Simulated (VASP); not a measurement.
# SnTe (Fm-3m) in VASP: notebook

SnTe is run at these levels: BLYP, revPBE; tasks: single point.

Program: VASP 6.6.1. These are calculated values, not measurements. Logs are shortened: lines on timing, memory, paths and dates and some standing lists are left out, and cuts for length are marked.

## (1) The cell of the first run

Symmetry: Fm-3m, No. 225, cubic system. The conventional cell has a = 6.302 Å, b = 6.302 Å, c = 6.302 Å, α = 90.00°, β = 90.00°, γ = 90.00°. Within 4.1 Å of Sn (site symmetry m-3m) lie 6 Te at 3.15 Å. Within 4.1 Å of Te (site symmetry m-3m) lie 6 Sn at 3.15 Å.

## (2) Single point, BLYP

File INCAR:

```
AGGAC    = 1.0          
AGGAX    = 1.0          
ALDAC    = 0.0          
ALDAX    = 1.0          
ALGO     = Normal         # electronic algorithm
EDIFF    = 1E-6           # SCF threshold, eV
ENCUT    = 500            # plane-wave cutoff, eV
GGA      = B5             # functional
GGA_COMPAT= F            
ISIF     = 2              # what is computed and relaxed
ISMEAR   = 0              # smearing method
LASPH    = T              # aspherical terms in the spheres
LCHARG   = F              # write CHGCAR
LREAL    = F              # projectors in reciprocal space
LWAVE    = F              # write WAVECAR
NBANDS   = 17             # bands
NELM     = 120            # most SCF steps
PREC     = Accurate       # precision mode
SIGMA    = 0.01           # smearing width, eV
```

File KPOINTS:

```
k-points
0
Gamma
  6 6 6
```

File POSCAR:

```
SnTe
1.0
    0.0000000000      3.1508500000      3.1508500000
    3.1508500000      0.0000000000      3.1508500000
    3.1508500000      3.1508500000      0.0000000000
Sn Te
1 1
Direct
    0.0000000000      0.0000000000      0.0000000000
    0.5000000000      0.5000000000      0.5000000000
```

Potentials or basis: VASP PAW PBE potentials, release 64 (Sn_d, Te).

Run with:

```console
$ cat potpaw_PBE.64/Sn_d/POTCAR potpaw_PBE.64/Te/POTCAR > POTCAR
$ mpirun -np 1 vasp_std > vasp.out
```

OUTCAR:

```text
EDIFF = 1E-6
   ENCUT = 500
   GGA = B5
   ISIF = 2
   ISMEAR = 0
   LASPH = T
   LREAL = F
   NELM = 120
   PREC = Accurate

 ion  position               nearest neighbor table
   1  0.000  0.000  0.000-   2 3.15   2 3.15   2 3.15   2 3.15   2 3.15   2 3.15
   2  0.500  0.500  0.500-   1 3.15   1 3.15   1 3.15   1 3.15   1 3.15   1 3.15

  LATTYP: Found a face centered cubic cell.
 ALAT       =     6.3017000000

  Lattice vectors:

 A1 = (   0.0000000000,   3.1508500000,   3.1508500000)
 A2 = (   3.1508500000,   0.0000000000,   3.1508500000)
 A3 = (   3.1508500000,   3.1508500000,   0.0000000000)

Analysis of symmetry for initial positions (statically):
=====================================================================
 Subroutine PRICEL returns:
 Original cell was already a primitive cell.

 Routine SETGRP: Setting up the symmetry group for a
 face centered cubic supercell.

 Subroutine GETGRP returns: Found 48 space group operations
 (whereof 48 operations were pure point group operations)
 out of a pool of 48 trial point group operations.

The static configuration has the point symmetry O_h .

Analysis of symmetry for dynamics (positions and initial velocities):
=====================================================================
 Subroutine PRICEL returns:
 Original cell was already a primitive cell.

 Routine SETGRP: Setting up the symmetry group for a
 face centered cubic supercell.

 Subroutine GETGRP returns: Found 48 space group operations
 (whereof 48 operations were pure point group operations)
 out of a pool of 48 trial point group operations.

The dynamic configuration has the point symmetry O_h .

 Subroutine INISYM returns: Found 48 space group operations
 (whereof 48 operations are pure point group operations),
 and found     1 'primitive' translations

----------------------------------------------------------------------------------------

                                     Primitive cell

  volume of cell :      62.5624

  direct lattice vectors                    reciprocal lattice vectors
     0.000000000  3.150850000  3.150850000    -0.158687338  0.158687338  0.158687338
     3.150850000  0.000000000  3.150850000     0.158687338 -0.158687338  0.158687338
     3.150850000  3.150850000  0.000000000     0.158687338  0.158687338 -0.158687338

  length of vectors
     4.455974803  4.455974803  4.455974803     0.274854533  0.274854533  0.274854533

  position of ions in fractional coordinates (direct lattice)
     0.000000000  0.000000000  0.000000000
     0.500000000  0.500000000  0.500000000

  ion indices of the primitive-cell ions
   primitive index   ion index
                 1           1
                 2           2

----------------------------------------------------------------------------------------

 KPOINTS: k-points

Automatic generation of k-mesh.
 Grid dimensions read from file:
 generate k-points for:    6    6    6

 Generating k-lattice:

  Cartesian coordinates                     Fractional coordinates (reciprocal lattice)
    -0.026447890  0.026447890  0.026447890     0.166666667  0.000000000  0.000000000
     0.026447890 -0.026447890  0.026447890     0.000000000  0.166666667  0.000000000
     0.026447890  0.026447890 -0.026447890     0.000000000  0.000000000  0.166666667

  Length of vectors
     0.045809089  0.045809089  0.045809089

  Shift w.r.t. Gamma in fractional coordinates (k-lattice)
     0.000000000  0.000000000  0.000000000

 Subroutine IBZKPT returns following result:
 ===========================================

 Found     16 irreducible k-points:

 Following reciprocal coordinates:
            Coordinates               Weight
  0.000000  0.000000  0.000000      1.000000
  0.166667  0.000000  0.000000      8.000000
  0.333333  0.000000  0.000000      8.000000
  0.500000  0.000000  0.000000      4.000000
  0.166667  0.166667  0.000000      6.000000
  0.333333  0.166667  0.000000     24.000000
[... 8 lines left out ...]
 -0.333333  0.333333  0.166667     24.000000
 -0.333333  0.500000  0.166667     12.000000
   k-points           NKPTS =     16   k-points in BZ     NKDIM =     16   number of bands    NBANDS=     17
   number of dos      NEDOS =    301   number of ions     NIONS =      2
   total plane-waves  NPLWV =  32768
   dimension x,y,z NGX =    32 NGY =   32 NGZ =   32
   dimension x,y,z NGXF=    64 NGYF=   64 NGZF=   64
   ions per type =               1   1
   NGX,Y,Z   is equivalent  to a cutoff of  11.94, 11.94, 11.94 a.u.
   NGXF,Y,Z  is equivalent  to a cutoff of  23.88, 23.88, 23.88 a.u.
 SYSTEM =  unknown system
   PREC   = accura    normal or accurate (medium, high low for compatibility)
   ISTART =      0    job   : 0-new  1-cont  2-samecut
   ICHARG =      2    charge: 1-file 2-atom 10-const
   ISPIN  =      1    spin polarized calculation?
   LNONCOLLINEAR =      F non collinear calculations
   LSORBIT =      F    spin-orbit coupling
   LASPH  =      T    aspherical Exc in radial PAW
   ENCUT  =  500.0 eV  36.75 Ry    6.06 a.u.   8.12  8.12  8.12*2*pi/ulx,y,z
   NELM   =    120;   NELMIN=  2; NELMDL= -5     # of ELM steps
   EDIFF  = 0.1E-05   stopping-criterion for ELM
   LREAL  =      F    real-space projection
   EDIFFG = 0.1E-04   stopping-criterion for IOM
   NSW    =      0    number of steps for IOM
   IBRION =     -1    ionic relax: 0-MD 1-quasi-New 2-CG
   NFREE  =      0    steps in history (QN), initial steepest desc. (CG)
   ISIF   =      2    stress and relaxation
   ISYM   =      2    0-nonsym 1-usesym 2-fastsym
   POTIM  = 0.5000    time-step for ionic-motion
   TEBEG  =    0.0;   TEEND  =   0.0 temperature during run
   PSTRESS=    0.0 pullay stress
   NELECT =      20.0000    total number of electrons
   NUPDOWN=      -1.0000    fix difference up-down
   EMIN   =  10.00;   EMAX   =-10.00  energy-range for DOS
   EFERMI =   0.00;   METHOD = LEGACY
   ISMEAR =     0;   SIGMA  =   0.01  broadening in eV -4-tet -1-fermi 0-gaus
   EFERMI_NEDOS =   21; number of points for ismear=-14 and -15
   IALGO  =     38    algorithm
   IMIX   =      4    mixing-type and parameters
     AMIX     =   0.40;   BMIX     =  1.00
     AMIX_MAG =   1.60;   BMIX_MAG =  1.00
  volume/ion in A,a.u.               =      31.28       211.10
  Fermi-wavevector in a.u.,A,eV,Ry     =   1.119387  2.115336 17.048485  1.253028
  Thomas-Fermi vector in A             =   2.256026
   LORBIT       =      0    0 simple, 1 ext, 2 COOP (PROOUT), +10 PAW based schemes
   GGA     = B5    functional components
   LHFCALC =     F    Hartree Fock is set to
   AEXX    =    0.0000 exact exchange contribution
   IVDW    =     0    specifies the selected vdW correction
   LEPSILON=     F    determine dielectric tensor
   LRPA    =     F    only Hartree local field effects (RPA)
 non-spin polarized calculation
 Gauss-broadening in eV      SIGMA  =   0.01
  energy-cutoff  :      500.00
  volume of cell :       62.56
 maximum number of plane-waves:      1639
   NGX = 17   NGY = 17   NGZ = 17

 number of electron      20.0000011 magnetization

 Free energy of the ion-electron system (eV)
  ---------------------------------------------------
  ext. energy  EPLUGINS =         0.00000000
  ---------------------------------------------------
  free energy    TOTEN  =        -6.16150568 eV

  energy without entropy =       -6.16150559  energy(sigma->0) =       -6.16150564

 E-fermi :   7.5100     XC(G=0):  -8.8632

 val. band max:        7.4821961089   @ k =   0.5000   0.0000   0.0000
 cond. band min:       7.5378902706   @ k =   0.5000   0.0000   0.0000
 fundamental gap:      0.0556941617
 Fermi energy:         7.5100432028

 k-point     1 :       0.0000    0.0000    0.0000
  band No.  band energies     occupation
      1     -14.5022      2.00000
      2     -14.5022      2.00000
      3     -14.4918      2.00000
      4     -14.4918      2.00000
      5     -14.4918      2.00000
      6      -5.3834      2.00000
[... 9 lines left out ...]
     16      12.3990      0.00000
     17      14.4437      0.00000

 k-point     2 :       0.1667    0.0000    0.0000
  band No.  band energies     occupation
      1     -14.5032      2.00000
      2     -14.5032      2.00000
      3     -14.4913      2.00000
      4     -14.4903      2.00000
      5     -14.4903      2.00000
      6      -5.1540      2.00000
[... 9 lines left out ...]
     16      12.9443      0.00000
     17      15.9509      0.00000

 k-point     3 :       0.3333    0.0000    0.0000
  band No.  band energies     occupation
      1     -14.5058      2.00000
      2     -14.5058      2.00000
      3     -14.4905      2.00000
      4     -14.4869      2.00000
      5     -14.4869      2.00000
      6      -4.5566      2.00000
[... 9 lines left out ...]
     16      14.4427      0.00000
     17      18.3506      0.00000

 k-point     4 :       0.5000    0.0000    0.0000
  band No.  band energies     occupation
      1     -14.5071      2.00000
      2     -14.5071      2.00000
      3     -14.4901      2.00000
      4     -14.4851      2.00000
      5     -14.4851      2.00000
      6      -4.1125      2.00000
[... 9 lines left out ...]
     16      16.4000      0.00000
     17      16.4000      0.00000

 k-point     5 :       0.1667    0.1667    0.0000
  band No.  band energies     occupation
      1     -14.5060      2.00000
      2     -14.5010      2.00000
      3     -14.4927      2.00000
      4     -14.4891      2.00000
      5     -14.4891      2.00000
      6      -5.0791      2.00000
[... 9 lines left out ...]
     16      13.7837      0.00000
     17      14.7590      0.00000

 k-point     6 :       0.3333    0.1667    0.0000
  band No.  band energies     occupation
      1     -14.5093      2.00000
      2     -14.5018      2.00000
      3     -14.4922      2.00000
      4     -14.4869      2.00000
      5     -14.4861      2.00000
      6      -4.6058      2.00000
[... 9 lines left out ...]
     16      15.2724      0.00000
     17      16.5838      0.00000

 k-point     7 :       0.5000    0.1667    0.0000
  band No.  band energies     occupation
      1     -14.5100      2.00000
      2     -14.5046      2.00000
      3     -14.4900      2.00000
      4     -14.4859      2.00000
      5     -14.4843      2.00000
      6      -4.0558      2.00000
[... 9 lines left out ...]
     16      16.5144      0.00000
     17      17.0462      0.00000

 k-point     8 :      -0.3333    0.1667    0.0000
  band No.  band energies     occupation
      1     -14.5074      2.00000
      2     -14.5062      2.00000
      3     -14.4892      2.00000
      4     -14.4862      2.00000
      5     -14.4859      2.00000
      6      -4.2024      2.00000
[... 9 lines left out ...]
     16      15.7487      0.00000
     17      17.4339      0.00000
[... 43 lines left out ...]
      1     -14.5164      2.00000
      2     -14.4997      2.00000
      3     -14.4935      2.00000
      4     -14.4830      2.00000
      5     -14.4823      2.00000
      6      -3.9127      2.00000
[... 9 lines left out ...]
     16      17.1251      0.00000
     17      17.6122      0.00000

 k-point    12 :      -0.3333    0.3333    0.0000
  band No.  band energies     occupation
      1     -14.5126      2.00000
      2     -14.5033      2.00000
      3     -14.4896      2.00000
      4     -14.4855      2.00000
      5     -14.4836      2.00000
      6      -3.8369      2.00000
[... 9 lines left out ...]
     16      15.2779      0.00000
     17      17.5660      0.00000

 k-point    13 :       0.5000    0.5000    0.0000
  band No.  band energies     occupation
      1     -14.5198      2.00000
      2     -14.4975      2.00000
      3     -14.4955      2.00000
      4     -14.4810      2.00000
      5     -14.4810      2.00000
      6      -3.8238      2.00000
[... 9 lines left out ...]
     16      18.2623      0.00000
     17      18.6404      0.00000

 k-point    14 :       0.5000    0.3333    0.1667
  band No.  band energies     occupation
      1     -14.5120      2.00000
      2     -14.5023      2.00000
      3     -14.4914      2.00000
      4     -14.4855      2.00000
      5     -14.4839      2.00000
      6      -4.1381      2.00000
[... 9 lines left out ...]
     16      15.9790      0.00000
     17      16.6299      0.00000

 k-point    15 :      -0.3333    0.3333    0.1667
  band No.  band energies     occupation
      1     -14.5124      2.00000
      2     -14.5034      2.00000
      3     -14.4886      2.00000
      4     -14.4876      2.00000
      5     -14.4825      2.00000
      6      -3.8365      2.00000
[... 9 lines left out ...]
     16      17.4402      0.00000
     17      17.6412      0.00000

 k-point    16 :      -0.3333    0.5000    0.1667
  band No.  band energies     occupation
      1     -14.5160      2.00000
      2     -14.5008      2.00000
      3     -14.4920      2.00000
      4     -14.4848      2.00000
      5     -14.4811      2.00000
      6      -3.7563      2.00000
[... 9 lines left out ...]
     16      17.6374      0.00000
     17      18.8001      0.00000

------------------------ aborting loop because EDIFF is reached ----------------------------------------

  FORCE on cell =-STRESS in cart. coord.  units (eV):
  Direction    XX          YY          ZZ          XY          YZ          ZX
  --------------------------------------------------------------------------------------
  -------------------------------------------------------------------------------------
  Total        2.4935070      2.4935070      2.4935070      0.0000000     -0.0000000     -0.0000000
  in kB       63.8569230     63.8569230     63.8569230      0.0000000     -0.0000000     -0.0000000
  external PRESSURE =      63.8569230 kB  Pullay stress =       0.0000000 kB

 VOLUME and BASIS-vectors are now :
 -----------------------------------------------------------------------------
  energy-cutoff  :      500.00
  volume of cell :       62.56
      direct lattice vectors                 reciprocal lattice vectors
     0.000000000  3.150850000  3.150850000    -0.158687338  0.158687338  0.158687338
     3.150850000  0.000000000  3.150850000     0.158687338 -0.158687338  0.158687338
     3.150850000  3.150850000  0.000000000     0.158687338  0.158687338 -0.158687338

 POSITION                                       TOTAL-FORCE (eV/Angst)
 -----------------------------------------------------------------------------------
      0.00000      0.00000      0.00000        -0.000000     -0.000000      0.000000
      3.15085      3.15085      3.15085         0.000000      0.000000     -0.000000
 -----------------------------------------------------------------------------------
    total drift:                                0.000000     -0.000000     -0.000000

  FREE ENERGIE OF THE ION-ELECTRON SYSTEM (eV)
  ---------------------------------------------------
  free  energy   TOTEN  =        -6.1615056843 eV

  energy  without entropy=       -6.1615055947  energy(sigma->0) =       -6.16150564
```

It took 24 s on 1 thread of AMD EPYC 7R13 (Zen 3), shared host; peak memory 0.15 GiB.

What came out:

- Free energy: -6.1615 eV
- Pressure: 6.4 GPa
- Band gap on the k mesh: 0.06 eV

Levels at points of the mesh, in eV from the valence-band top:
| k point | band 6 | band 7 | band 8 | band 9 | band 10 | band 11 | band 12 | band 13 | band 14 | band 15 |
| --- | --- | --- | --- | --- | --- | --- | --- | --- | --- | --- |
| (0.00, 0.00, 0.00) | -12.87 | -4.89 | -2.23 | -2.23 | -2.23 | 3.21 | 3.21 | 3.21 | 4.92 | 4.92 |
| (0.50, 0.00, 0.00) | -11.59 | -8.46 | -1.85 | -1.85 | 0.00 | 0.06 | 0.29 | 0.29 | 8.01 | 8.84 |
| (0.50, 0.50, 0.00) | -11.31 | -6.68 | -5.55 | -3.78 | -3.78 | 2.43 | 4.75 | 4.75 | 6.24 | 9.04 |

Caveat: the cell stands under pressure; the PAW data sets were made with another functional, which shifts forces and pressure a little; spin-orbit coupling is left out, which moves the levels of the heavy elements.

## (3) Single point, revPBE

File INCAR:

```
PREC     = Accurate       # precision mode
ENCUT    = 500            # plane-wave cutoff, eV
EDIFF    = 1E-6           # SCF threshold, eV
ISMEAR   = 0              # smearing method
SIGMA    = 0.01           # smearing width, eV
LREAL    = F              # projectors in reciprocal space
LASPH    = T              # aspherical terms in the spheres
NELM     = 120            # most SCF steps
ALGO     = Normal         # electronic algorithm
ISIF     = 2              # what is computed and relaxed
LWAVE    = F              # write WAVECAR
LCHARG   = F              # write CHGCAR
GGA      = RE             # functional
NBANDS   = 17             # bands
GGA_COMPAT= F
```

File KPOINTS:

```
regular mesh
0
Gamma
  6 6 6
```

POSCAR is that of step 2.

Potentials or basis: VASP PAW PBE potentials, release 64 (Sn_d, Te).

Run with:

```console
$ cat potpaw_PBE.64/Sn_d/POTCAR potpaw_PBE.64/Te/POTCAR > POTCAR
$ mpirun -np 1 vasp_std > vasp.out
```

It took 15 s on 1 thread of AMD EPYC 7R13 (Zen 3), shared host; peak memory 0.15 GiB.

Results (log left out):

```yaml
Free_energy: -6.9151 eV
Pressure: 3.2 GPa
Band_gap_on_the_k_mesh: 0.08 eV
```

Levels at points of the mesh, in eV from the valence-band top:
```tsv
k point	band 8	band 9	band 10	band 11	band 12	band 13
(0.00, 0.00, 0.00)	-2.20	-2.20	-2.20	3.33	3.33	3.33
(0.50, 0.00, 0.00)	-1.86	-1.86	0.00	0.08	0.33	0.33
(0.50, 0.50, 0.00)	-5.62	-3.79	-3.79	2.15	4.90	4.90
```

Caveat: the cell stands under pressure; the PAW data sets were made with another functional, which shifts forces and pressure a little; spin-orbit coupling is left out, which moves the levels of the heavy elements. A k mesh can miss the band edges.
